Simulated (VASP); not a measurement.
Set up this calculation in VASP 6.6.1, as the native input.

```yaml
Task: single point
Functional: r2SCAN
Potentials_or_basis: VASP PAW PBE potentials, release 64 (B, N)
Cutoff: 520 eV
k_mesh: 12 × 12 × 12
Occupations: gaussian, width 0.05 eV
Spin: no spin polarisation
Dipole_correction: no
Further_INCAR_settings: ALGO = Normal; EDIFF = 1e-07; NBANDS = 11
```

The system is BN.

```xyz
2
Lattice="0.0000 1.8130 1.9580 1.8130 0.0000 1.9580 1.8130 1.8130 0.0000" Properties=species:S:1:pos:R:3 pbc="T T T"
B     0.0000    0.0000    0.0000
N     2.7195    2.7195    2.9371
```

This cell differs from its parent crystal: strain +0.000 along x and y, +0.080 along z.

These files were run (other wordings do the same):

POSCAR

```
BN
1.0
    0.0000000000      1.8130010000      1.9580410800
    1.8130010000      0.0000000000      1.9580410800
    1.8130010000      1.8130010000      0.0000000000
B N
1 1
Direct
    0.0000000000      0.0000000000      0.0000000000
    0.7500000000      0.7500000000      0.7500000000
```

INCAR.step1

```
PREC = Accurate
ENCUT = 520
ISMEAR = 0
SIGMA = 0.05
LREAL = False
LASPH = True
NELM = 80
NBANDS = 11
GGA = PE
ALGO = Normal
EDIFF = 1E-4
LWAVE = True
LCHARG = False
```

INCAR.step2

```
PREC = Accurate
ENCUT = 520
EDIFF = 1E-7
ISMEAR = 0
SIGMA = 0.05
LREAL = False
LASPH = True
NELM = 80
ALGO = Normal
ISIF = 2
LWAVE = False
LCHARG = False
METAGGA = R2SCAN
LMIXTAU = True
NBANDS = 11
ISTART = 1
```

KPOINTS

```
Automatic mesh
0
Gamma
  12 12 12
```

Potentials or basis: VASP PAW PBE potentials, release 64 (B, N).

The run is started by

```console
$ cat potpaw_PBE.64/B/POTCAR potpaw_PBE.64/N/POTCAR > POTCAR
$ cp INCAR.step1 INCAR
$ mpirun -np 1 vasp_std > vasp.out
$ cp INCAR.step2 INCAR
$ mpirun -np 1 vasp_std > vasp.out
```

It gave:

```
Pressure               : -29.2 GPa
Band gap on the k mesh : 4.20 eV, indirect (least direct gap 8.65 eV)
```

Caveat: the cell differs from its parent crystal (strain +0.000 along x and y, +0.080 along z); the PAW data sets were made with another functional, which shifts forces and pressure a little.

Run time: 2.9 min on 1 thread of AMD EPYC 7R13, with other jobs on the host, peak memory 0.11 GiB.
